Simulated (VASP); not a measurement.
**Se: single point with PBE**

The system is Se.

```
CELL_PARAMETERS angstrom
4.48582 0.00000 0.00000
-2.24291 3.88484 0.00000
0.00000 0.00000 4.94945
ATOMIC_POSITIONS crystal
Se 0.21700 0.00000 0.16667
Se 0.00000 0.21700 0.83333
Se 0.78300 0.78300 0.50000
```

This cell differs from its parent crystal: equal xx and yy strain of +3 %.

- Program: VASP 6.6.1
- Task: single point
- Functional: PBE
- Potentials or basis: VASP PAW PBE potentials, release 64 (Se)
- Cutoff: 520 eV
- k mesh: 8 × 8 × 6
- Occupations: fermi-dirac, width 0.03 eV
- Spin: no spin polarisation
- Dipole correction: no
- Further INCAR settings: ALGO = Normal; EDIFF = 1e-06; NBANDS = 16

* Pressure: 2.6 GPa
* Largest force: 0.555 eV/Å
* Band gap on the k mesh: 1.23 eV, indirect (least direct gap 1.34 eV)

Forces on the atoms (eV/Å):
```
Se   0.555  0.000  0.000
Se  -0.278  0.481  0.000
Se  -0.278 -0.481  0.000
```

Stress tensor (GPa, compression positive):
```
2.08 0.00 0.00
0.00 2.08 0.00
0.00 0.00 3.78
```

Levels at points of the mesh, in eV from the valence-band top:
| k point | band 7 | band 8 | band 9 | band 10 | band 11 | band 12 |
| --- | --- | --- | --- | --- | --- | --- |
| (0.00, 0.00, 0.00) | -2.05 | -2.05 | -0.38 | 2.04 | 2.04 | 2.34 |
| (0.50, 0.00, 0.00) | -2.72 | -1.85 | -0.95 | 2.08 | 2.53 | 4.03 |
| (0.00, 0.00, 0.50) | -1.48 | -1.48 | -1.03 | 1.38 | 1.38 | 1.38 |
| (0.50, 0.00, 0.50) | -1.70 | -1.21 | 0.00 | 1.64 | 2.68 | 3.08 |

It took 46 s on 1 thread of Intel(R) Xeon(R) 6975P-C (Granite Rapids), with other jobs on the host, peak memory 0.23 GiB.

Caveat: the cell differs from its parent crystal (equal xx and yy strain of +3 %). A k mesh can miss the band edges.
